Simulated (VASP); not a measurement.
# SiO2 (P6_422) in VASP: relaxation of cell and atoms with r2SCAN

Aim: the relaxation of cell and atoms of SiO2 with r2SCAN.

All numbers are computed with VASP 6.6.1; they aren't measurements. Logs are shortened: lines on timing, memory, paths and dates and some standing lists are left out, and cuts for length are marked.

## 1. The cell of the first run

The structure is hexagonal, space group P6_422 (No. 181). The conventional cell has a = 5.017 Å, b = 5.017 Å, c = 5.495 Å, α = 90.00°, β = 90.00°, γ = 120.00°. Within 2.1 Å of Si (site symmetry 222) lie 4 O at 1.60 Å. Within 2.1 Å of O (site symmetry 2) lie 2 Si at 1.60 Å.

## 2. Relaxation of cell and atoms, r2SCAN, target pressure 4 GPa, at which the enthalpy is minimised

POSCAR reads:

```
SiO2
1.0
    5.0166241445      0.0000000000      0.0000000000
   -2.5083120723      4.3445239504      0.0000000000
    0.0000000000      0.0000000000      5.4953353969
Si O
3 6
Direct
    0.0000000000      0.5000000000      0.3333333333
    0.5000000000      0.5000000000      0.6666666667
    0.5000000000      0.0000000000      0.0000000000
    0.5843791472      0.7921895736      0.8333333333
    0.7921895736      0.5843791472      0.5000000000
    0.7921895736      0.2078104264      0.1666666667
    0.4156208528      0.2078104264      0.8333333333
    0.2078104264      0.4156208528      0.5000000000
    0.2078104264      0.7921895736      0.1666666667
```

INCAR.step1 reads:

```
SYSTEM = SiO2
ALGO = Normal
EDIFF = 1E-4
ENCUT = 600
GGA = PE
ISMEAR = 0
LASPH = .True.
LCHARG = .False.
LREAL = .False.
LWAVE = .True.
NELM = 100
PREC = Accurate
SIGMA = 0.02
```

INCAR.step2 reads:

```
SYSTEM = SiO2
ALGO = Normal
EDIFF = 1E-6
EDIFFG = -0.008
ENCUT = 600
IBRION = 2
ISIF = 3
ISMEAR = 0
ISTART = 1
LASPH = .True.
LCHARG = .False.
LMIXTAU = .True.
LREAL = .False.
LWAVE = .False.
METAGGA = R2SCAN
NELM = 100
NSW = 70
PREC = Accurate
PSTRESS = 40.0
SIGMA = 0.02
```

KPOINTS reads:

```
k-points
0
Gamma
  6 6 4
  0 0 0
```

Potentials or basis: VASP PAW PBE potentials, release 64 (Si, O).

Launch:

```bash
> cat potpaw_PBE.64/Si/POTCAR potpaw_PBE.64/O/POTCAR > POTCAR
> cp INCAR.step1 INCAR
> mpirun -np 1 vasp_std > vasp.out
> cp INCAR.step2 INCAR
> mpirun -np 1 vasp_std > vasp.out
```

OUTCAR:

```text
SYSTEM = SiO2
   EDIFF = 1E-6
   EDIFFG = -0.008
   ENCUT = 600
   IBRION = 2
   ISIF = 3
   ISMEAR = 0
   ISTART = 1
   LASPH = .True.
   LREAL = .False.
   METAGGA = R2SCAN
   NELM = 100
   NSW = 70
   PREC = Accurate
   PSTRESS = 40.0

 ion  position               nearest neighbor table
   1  0.000  0.500  0.333-   6 1.60   9 1.60   5 1.60   8 1.60   3 3.11   3 3.11   2 3.11   2 3.11

   2  0.500  0.500  0.667-   7 1.60   4 1.60   8 1.60   5 1.60   3 3.11   3 3.11   1 3.11   1 3.11

   3  0.500  0.000  0.000-   6 1.60   9 1.60   4 1.60   7 1.60   1 3.11   1 3.11   2 3.11   2 3.11

   4  0.584  0.792  0.833-   2 1.60   3 1.60
   5  0.792  0.584  0.500-   2 1.60   1 1.60
   6  0.792  0.208  0.167-   1 1.60   3 1.60
   7  0.416  0.208  0.833-   2 1.60   3 1.60
   8  0.208  0.416  0.500-   2 1.60   1 1.60
   9  0.208  0.792  0.167-   1 1.60   3 1.60

  LATTYP: Found a hexagonal cell.
 ALAT       =     5.0166241445
 C/A-ratio  =     1.0954249788

  Lattice vectors:

 A1 = (   5.0166241445,   0.0000000000,   0.0000000000)
 A2 = (  -2.5083120723,   4.3445239504,   0.0000000000)
 A3 = (   0.0000000000,   0.0000000000,   5.4953353969)

Analysis of symmetry for initial positions (statically):
=====================================================================
 Subroutine PRICEL returns:
 Original cell was already a primitive cell.

 Routine SETGRP: Setting up the symmetry group for a
 hexagonal supercell.

 Subroutine GETGRP returns: Found 12 space group operations
 (whereof  4 operations were pure point group operations)
 out of a pool of 24 trial point group operations.

The static configuration has the point symmetry D_2 .
 The point group associated with its full space group is D_6 .

Analysis of symmetry for dynamics (positions and initial velocities):
=====================================================================
 Subroutine PRICEL returns:
 Original cell was already a primitive cell.

 Routine SETGRP: Setting up the symmetry group for a
 hexagonal supercell.

 Subroutine GETGRP returns: Found 12 space group operations
 (whereof  4 operations were pure point group operations)
 out of a pool of 24 trial point group operations.

The dynamic configuration has the point symmetry D_2 .
 The point group associated with its full space group is D_6 .

 Subroutine INISYM returns: Found 12 space group operations
 (whereof  4 operations are pure point group operations),
 and found     1 'primitive' translations

----------------------------------------------------------------------------------------

                                     Primitive cell

  volume of cell :     119.7700

  direct lattice vectors                    reciprocal lattice vectors
     5.016624144  0.000000000  0.000000000     0.199337238  0.115087408  0.000000000
    -2.508312072  4.344523950  0.000000000     0.000000000  0.230174816  0.000000000
     0.000000000  0.000000000  5.495335397     0.000000000  0.000000000  0.181972514

  length of vectors
     5.016624144  5.016624145  5.495335397     0.230174816  0.230174816  0.181972514

  position of ions in fractional coordinates (direct lattice)
     0.000000000  0.500000000  0.333333333
     0.500000000  0.500000000  0.666666667
     0.500000000  0.000000000  0.000000000
     0.584379147  0.792189574  0.833333333
     0.792189574  0.584379147  0.500000000
     0.792189574  0.207810426  0.166666667
     0.415620853  0.207810426  0.833333333
     0.207810426  0.415620853  0.500000000
     0.207810426  0.792189574  0.166666667

  ion indices of the primitive-cell ions
   primitive index   ion index
                 1           1
                 2           2
                 3           3
                 4           4
                 5           5
                 6           6
                 7           7
                 8           8
                 9           9

----------------------------------------------------------------------------------------

 KPOINTS: k-points

Automatic generation of k-mesh.
 Grid dimensions read from file:
 generate k-points for:    6    6    4

 Generating k-lattice:

  Cartesian coordinates                     Fractional coordinates (reciprocal lattice)
     0.033222873  0.019181235  0.000000000     0.166666667 -0.000000000  0.000000000
     0.000000000  0.038362469  0.000000000     0.000000000  0.166666667  0.000000000
     0.000000000  0.000000000  0.045493129     0.000000000  0.000000000  0.250000000

  Length of vectors
     0.038362469  0.038362469  0.045493129

  Shift w.r.t. Gamma in fractional coordinates (k-lattice)
     0.000000000  0.000000000  0.000000000

 Subroutine IBZKPT returns following result:
 ===========================================

 Found     21 irreducible k-points:

 Following reciprocal coordinates:
            Coordinates               Weight
  0.000000  0.000000  0.000000      1.000000
  0.166667 -0.000000  0.000000      6.000000
  0.333333  0.000000  0.000000      6.000000
  0.500000  0.000000  0.000000      3.000000
  0.166667  0.166667  0.000000      6.000000
  0.333333  0.166667  0.000000     12.000000
[... 13 lines left out ...]
  0.333333  0.166667  0.500000     12.000000
  0.333333  0.333333  0.500000      2.000000
   k-points           NKPTS =     21   k-points in BZ     NKDIM =     21   number of bands    NBANDS=     29
   number of dos      NEDOS =    301   number of ions     NIONS =      9
   total plane-waves  NPLWV =  76800
   dimension x,y,z NGX =    40 NGY =   40 NGZ =   48
   dimension x,y,z NGXF=    80 NGYF=   80 NGZF=   96
   ions per type =               3   6
   NGX,Y,Z   is equivalent  to a cutoff of  13.26, 13.26, 14.52 a.u.
   NGXF,Y,Z  is equivalent  to a cutoff of  26.51, 26.51, 29.04 a.u.
 SYSTEM =  SiO2
   PREC   = accura    normal or accurate (medium, high low for compatibility)
   ISTART =      1    job   : 0-new  1-cont  2-samecut
   ICHARG =      0    charge: 1-file 2-atom 10-const
   ISPIN  =      1    spin polarized calculation?
   LNONCOLLINEAR =      F non collinear calculations
   LSORBIT =      F    spin-orbit coupling
   LASPH  =      T    aspherical Exc in radial PAW
   ENCUT  =  600.0 eV  44.10 Ry    6.64 a.u.  10.02 10.02 10.98*2*pi/ulx,y,z
   NELM   =    100;   NELMIN=  2; NELMDL=  0     # of ELM steps
   EDIFF  = 0.1E-05   stopping-criterion for ELM
   LREAL  =      F    real-space projection
   EDIFFG = -.8E-02   stopping-criterion for IOM
   NSW    =     70    number of steps for IOM
   IBRION =      2    ionic relax: 0-MD 1-quasi-New 2-CG
   NFREE  =      1    steps in history (QN), initial steepest desc. (CG)
   ISIF   =      3    stress and relaxation
   ISYM   =      2    0-nonsym 1-usesym 2-fastsym
   POTIM  = 0.5000    time-step for ionic-motion
   TEBEG  =    0.0;   TEEND  =   0.0 temperature during run
   PSTRESS=   40.0 pullay stress
   NELECT =      48.0000    total number of electrons
   NUPDOWN=      -1.0000    fix difference up-down
   EMIN   =  10.00;   EMAX   =-10.00  energy-range for DOS
   EFERMI =   0.00;   METHOD = LEGACY
   ISMEAR =     0;   SIGMA  =   0.02  broadening in eV -4-tet -1-fermi 0-gaus
   EFERMI_NEDOS =   21; number of points for ismear=-14 and -15
   IALGO  =     38    algorithm
   IMIX   =      4    mixing-type and parameters
     AMIX     =   0.40;   BMIX     =  1.00
     AMIX_MAG =   1.60;   BMIX_MAG =  1.00
  volume/ion in A,a.u.               =      13.31        89.81
  Fermi-wavevector in a.u.,A,eV,Ry     =   1.206996  2.280892 19.821511  1.456840
  Thomas-Fermi vector in A             =   2.342647
   LORBIT       =      0    0 simple, 1 ext, 2 COOP (PROOUT), +10 PAW based schemes
   METAGGA = R2SCAN    functional components
   LHFCALC =     F    Hartree Fock is set to
   AEXX    =    0.0000 exact exchange contribution
   IVDW    =     0    specifies the selected vdW correction
   LEPSILON=     F    determine dielectric tensor
   LRPA    =     F    only Hartree local field effects (RPA)
 conjugate gradient relaxation of ions
 non-spin polarized calculation
 Gauss-broadening in eV      SIGMA  =   0.02
  energy-cutoff  :      600.00
  volume of cell :      119.77
 maximum number of plane-waves:      4026
   NGX = 21   NGY = 21   NGZ = 21

--------------------------------------- Ionic step        1  -------------------------------------------

 number of electron      47.9999980 magnetization

 Free energy of the ion-electron system (eV)
  ---------------------------------------------------
  ext. energy  EPLUGINS =         0.00000000
  ---------------------------------------------------
  free energy    TOTEN  =       -89.33360494 eV

  energy without entropy =      -89.33360494  energy(sigma->0) =      -89.33360494

------------------------ aborting loop because EDIFF is reached ----------------------------------------

  FORCE on cell =-STRESS in cart. coord.  units (eV):
  Direction    XX          YY          ZZ          XY          YZ          ZX
  --------------------------------------------------------------------------------------
  -------------------------------------------------------------------------------------
  Total        3.4908299      3.4908299      3.5866951     -0.0000000      0.0000000      0.0000000
  in kB       46.6972496     46.6972496     47.9796501     -0.0000000      0.0000000      0.0000000
  external PRESSURE =       7.1247164 kB  Pullay stress =      40.0000000 kB
[... 114 lines left out ...]
  FREE ENERGIE OF THE ION-ELECTRON SYSTEM (eV)
  ---------------------------------------------------
  free  energy   TOTEN  =       -89.3499405313 eV

  energy  without entropy=      -89.3499405313  energy(sigma->0) =      -89.34994053

  enthalpy is  TOTEN    =       -86.3463392760 eV   P V=        3.0036012552

[... ionic steps 4 to 7 ...]

--------------------------------------- Ionic step        8  -------------------------------------------

 number of electron      47.9999984 magnetization

------------------------ aborting loop because EDIFF is reached ----------------------------------------

  FORCE on cell =-STRESS in cart. coord.  units (eV):
  Direction    XX          YY          ZZ          XY          YZ          ZX
  --------------------------------------------------------------------------------------
  -------------------------------------------------------------------------------------
  Total        3.0504076      3.0504076      3.0715244     -0.0000000      0.0000000      0.0000000
  in kB       40.8786138     40.8786138     41.1616006     -0.0000000      0.0000000      0.0000000
  external PRESSURE =       0.9729427 kB  Pullay stress =      40.0000000 kB
[... 75 lines left out ...]
  enthalpy is  TOTEN    =       -86.3497369092 eV   P V=        2.9880737125

--------------------------------------- Ionic step       10  -------------------------------------------

 number of electron      47.9999984 magnetization

 Free energy of the ion-electron system (eV)
  ---------------------------------------------------
  ext. energy  EPLUGINS =         0.00000000
  ---------------------------------------------------
  free energy    TOTEN  =       -89.33598063 eV

  energy without entropy =      -89.33598063  energy(sigma->0) =      -89.33598063

 E-fermi :   0.4464     XC(G=0):  -9.3338

 val. band max:        0.2625448175   @ k =   0.0000   0.0000   0.5000
 cond. band min:       6.6539725954   @ k =   0.0000   0.0000   0.0000
 fundamental gap:      6.3914277779
 Fermi energy:         0.4463661354

 k-point     1 :       0.0000    0.0000    0.0000
  band No.  band energies     occupation
      1     -20.2617      2.00000
      2     -18.7776      2.00000
      3     -18.7776      2.00000
      4     -18.1440      2.00000
      5     -18.1440      2.00000
      6     -18.1431      2.00000
[... 697 lines left out ...]
  FREE ENERGIE OF THE ION-ELECTRON SYSTEM (eV)
  ---------------------------------------------------
  free  energy   TOTEN  =       -89.3359806344 eV

  energy  without entropy=      -89.3359806344  energy(sigma->0) =      -89.33598063

  enthalpy is  TOTEN    =       -86.3497739511 eV   P V=        2.9862066834

 reached required accuracy - stopping structural energy minimisation
```

Run time: 22 min. Hardware: 1 thread of Intel Xeon Platinum 8488C (Sapphire Rapids), shared host; peak memory 0.32 GiB.

Results:

```
Free energy                                                : -89.3360 eV
Relaxed volume                                             : 13.29 Å³/atom
Relaxed cell                                               : a = 5.006 Å, b = 5.006 Å, c = 5.512 Å, α = 90.00°, β = 90.00°, γ = 120.00°
Space group after relaxing (to 0.1 Å)                      : P6_422 (No. 181)
Energy change on relaxing (the run minimises the enthalpy) : -0.3 meV/atom
Ionic steps                                                : 10
Pressure after relaxing                                    : 4.0 GPa
Band gap on the k mesh                                     : 6.39 eV (least direct gap 6.56 eV)
```

Forces on the atoms (eV/Å):
```
Si   0.000  0.000  0.000
Si   0.000  0.000  0.000
Si   0.000  0.000  0.000
O    0.002  0.001  0.000
O    0.000  0.003  0.000
O    0.002 -0.001  0.000
O   -0.002 -0.001  0.000
O    0.000 -0.003  0.000
O   -0.002  0.001  0.000
```

The path:
```
step  energy change (eV)  largest force (eV/Å)  pressure (GPa)  volume (Å³)
   1              0.0000                0.1510            4.71       119.77
   2             -0.0262                0.0059            2.47       120.80
   3             -0.0163                0.0679            3.52       120.31
   4             -0.0103                0.0338            3.75       119.97
   5             -0.0011                0.0081            4.02       119.57
   6             -0.0022                0.0035            3.99       119.61
   7             -0.0018                0.0000            4.03       119.59
   8             -0.0010                0.0065            4.10       119.56
   9             -0.0042                0.0048            3.85       119.69
  10             -0.0024                0.0029            4.00       119.61
```

Final structure:
```xyz
9
Lattice="5.0057 0.0000 0.0000 -2.5029 4.3351 0.0000 0.0000 0.0000 5.5120" Properties=species:S:1:pos:R:3 pbc="T T T"
Si   -1.2514    2.1675    1.8373
Si    1.2514    2.1675    3.6747
Si    2.5029    0.0000    0.0000
O     0.9549    3.4413    4.5933
O     2.5029    2.5476    2.7560
O     3.4577    0.8937    0.9187
O     1.5480    0.8937    4.5933
O     0.0000    1.7875    2.7560
O    -0.9549    3.4413    0.9187
```

Caveat: the cell is relaxed towards a set pressure, so the run minimises the enthalpy, not the energy; the PAW data sets were made with another functional, which shifts forces and pressure a little. A k mesh can miss the band edges.
